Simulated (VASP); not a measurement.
MoS2: single point with LDA

MoS2:

```
Mo S
1.0
     3.06617    0.00000    0.00000
    -1.53309    2.65538    0.00000
     0.00000    0.00000   12.29500
Mo S
2 4
Direct
  0.33333 0.66667 0.25000
  0.66667 0.33333 0.75000
  0.33333 0.66667 0.62750
  0.66667 0.33333 0.12750
  0.33333 0.66667 0.87250
  0.66667 0.33333 0.37250
```

This cell differs from its parent crystal: equal xx and yy strain of -3 %.

```
Program                : VASP 6.6.1
Task                   : single point
Functional             : LDA
Potentials or basis    : VASP PAW LDA potentials, release 64 (Mo_sv, S)
Cutoff                 : 520 eV
k mesh                 : 10 × 10 × 3
Occupations            : fermi-dirac, width 0.03 eV
Spin                   : no spin polarisation
Dipole correction      : no
Further INCAR settings : ALGO = Normal; EDIFF = 1e-06; NBANDS = 35
```

```json
{
 "Pressure": "12.1 GPa",
 "Largest force": "1.544 eV/Å",
 "Band gap on the k mesh": "0.96 eV (least direct gap 2.15 eV)"
}
```

Forces on the atoms (eV/Å):
```
Mo   0.000  0.000  0.000
Mo   0.000  0.000  0.000
S    0.000  0.000 -1.544
S    0.000  0.000 -1.544
S    0.000  0.000  1.544
S    0.000  0.000  1.544
```

Stress tensor (GPa, compression positive):
```
11.26  0.00  0.00
 0.00 11.26  0.00
 0.00  0.00 13.84
```

Levels at points of the mesh, in eV from the valence-band top:
```csv
k point,band 23,band 24,band 25,band 26,band 27,band 28,band 29,band 30
"(0.00, 0.00, 0.00)",-2.37,-1.42,-1.39,0.00,2.36,2.36,2.37,2.37
"(0.50, 0.00, 0.00)",-1.72,-1.56,-1.50,-1.42,1.85,1.89,2.28,2.58
```

Wall time 42 s on 1 thread of AMD EPYC 9R45 (Zen 5), on a shared host, peak memory 0.2 GiB.

Caveat: the cell differs from its parent crystal (equal xx and yy strain of -3 %); the cell stands under pressure; forces of over 1 eV/Å act on the atoms, so gaps and moduli don't describe the material at rest. A k mesh can miss the band edges.
